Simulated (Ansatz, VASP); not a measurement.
Two plane-wave programs on Si3Ge

```xyz
8
Lattice="-2.7450 2.7450 5.4900 2.7450 -2.7450 5.4900 2.7450 2.7450 -5.4900" Properties=species:S:1:pos:R:3 pbc="T T T"
Si    0.0000    0.0000    5.4900
Si    1.3725    1.3725    4.1175
Si    1.3725    1.3725   -1.3725
Si    2.7450    0.0000    2.7450
Si   -1.3725    1.3725    6.8625
Si    1.3725   -1.3725    6.8625
Ge    0.0000    0.0000    0.0000
Ge    0.0000    2.7450    2.7450
```

Alike in both runs: task relaxation of cell and atoms; functional PBE; k mesh 4 × 4 × 4; occupations gaussian, width 0.2 eV; no spin polarisation.

```csv
,VASP,Ansatz
version,VASP 6.6.1,Ansatz 0.2.0
potentials or method,"VASP PAW PBE potentials, release 64 (Si, Ge_d), cutoff 600 eV","scalar-relativistic, plane waves, PAW"
valence electrons in the cell,52,52
```

```tsv
	VASP	Ansatz	Ansatz less VASP
gap on the k mesh at the Fermi level, each at its own relaxed structure (eV)	0.61	0.61	-0.008
relaxed volume (Å³/atom)	21.18	21.16	-0.023
relaxed length of the cell vector where the two differ most in proportion (Å)	6.776	6.774	-0.0024
```
